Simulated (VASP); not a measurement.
A run of VASP 6.6.1 is set up as follows.

INCAR

```
SYSTEM = Al2Cu
  PREC = Accurate
  ENCUT = 520
  EDIFF = 1E-7
  ISMEAR = 0
  SIGMA = 0.1
  LREAL = .False.
  LASPH = .True.
  NELM = 60
  ALGO = Fast
  ISIF = 2
  LWAVE = .False.
  LCHARG = .True.
  GGA = CA
  LELF = .True.
  LVHAR = .True.
  NBANDS = 26
```

Contents of KPOINTS:

```
Automatic mesh
0
Gamma
  6 6 6
  0 0 0
```

File POSCAR:

```
Al2Cu
1.0
   -2.9988978300      2.9988978300      2.3927372900
    2.9988978300     -2.9988978300      2.3927372900
    2.9988978300      2.9988978300     -2.3927372900
Al Cu
4 2
Direct
    0.3413930800      0.1586069200      0.5000000000
    0.1586069200      0.6586069200      0.8172138400
    0.8413930800      0.3413930800      0.1827861600
    0.6586069200      0.8413930800      0.5000000000
    0.7500000000      0.7500000000      0.0000000000
    0.2500000000      0.2500000000      0.0000000000
```

Potentials or basis: VASP PAW LDA potentials, release 64 (Al, Cu).

Launch:

```console
$ cat potpaw_LDA.64/Al/POTCAR potpaw_LDA.64/Cu/POTCAR > POTCAR
$ mpirun -np 1 vasp_std > vasp.out
```

(1) What does it give for the largest force?

(2) What does it give for the pressure?

(3) Predict the band gap on the k mesh.

Answers

(1) 0.053 eV/Å.

(2) -2.1 GPa.

(3) zero (bands 17 and 18 overlap by 4.18 eV).
